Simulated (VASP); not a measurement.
Wanted: the native input for a VASP 6.6.1 run.

```yaml
Task: single point
Functional: PBE
Potentials_or_basis: VASP PAW PBE potentials, release 64 (Ga_d, Ge_d, O)
Cutoff: 520 eV
k_mesh: 12 × 12 × 2
Occupations: gaussian, width 0.2 eV
Spin: no spin polarisation
Dipole_correction: no
Further_INCAR_settings: ALGO = Normal; EDIFF = 1e-06; NBANDS = 45
```

The structure of Ga2Ge2O3 lies in POSCAR:

```
Ga2Ge2O3
1.0
    3.0140685629      0.0000000000      0.0000000000
   -1.5070342815      2.6102599442      0.0000000000
    0.0000000000      0.0000000000     14.7129922870
Ga Ge O
2 2 3
Direct
    0.3333333333      0.6666666667      0.0962809217
    0.6666666667      0.3333333333      0.9037190783
    0.6666666667      0.3333333333      0.4234720488
    0.3333333333      0.6666666667      0.5765279512
    0.6666666667      0.3333333333      0.1475219027
    0.3333333333      0.6666666667      0.8524780973
    0.0000000000      0.0000000000      0.0000000000
```

One way to write it, as run:

INCAR

```
SYSTEM = Ga2Ge2O3
PREC = Accurate
ENCUT = 520
EDIFF = 1E-6
ISMEAR = 0
SIGMA = 0.2
LREAL = .FALSE.
LASPH = .TRUE.
NELM = 60
ALGO = Normal
ISIF = 2
LWAVE = .FALSE.
LCHARG = .FALSE.
GGA = PE
NBANDS = 45
```

KPOINTS

```
regular mesh
0
G
  12 12 2
  0 0 0
```

Potentials or basis: VASP PAW PBE potentials, release 64 (Ga_d, Ge_d, O).

Run with:

```bash
$ cat potpaw_PBE.64/Ga_d/POTCAR potpaw_PBE.64/Ge_d/POTCAR potpaw_PBE.64/O/POTCAR > POTCAR
$ mpirun -np 1 vasp_std > vasp.out
```

It gave:

| Property | Result |
| --- | --- |
| Pressure | 0.4 GPa |
| Largest force | 0.042 eV/Å |
| Band gap on the k mesh | zero (band 36 reaches 5.68 eV, above the bottom of band 37 at 2.57 eV) |

Wall time 4.3 min on 1 thread of Intel(R) Xeon(R) Platinum 8488C (Sapphire Rapids), on a shared host, peak memory 0.34 GiB.
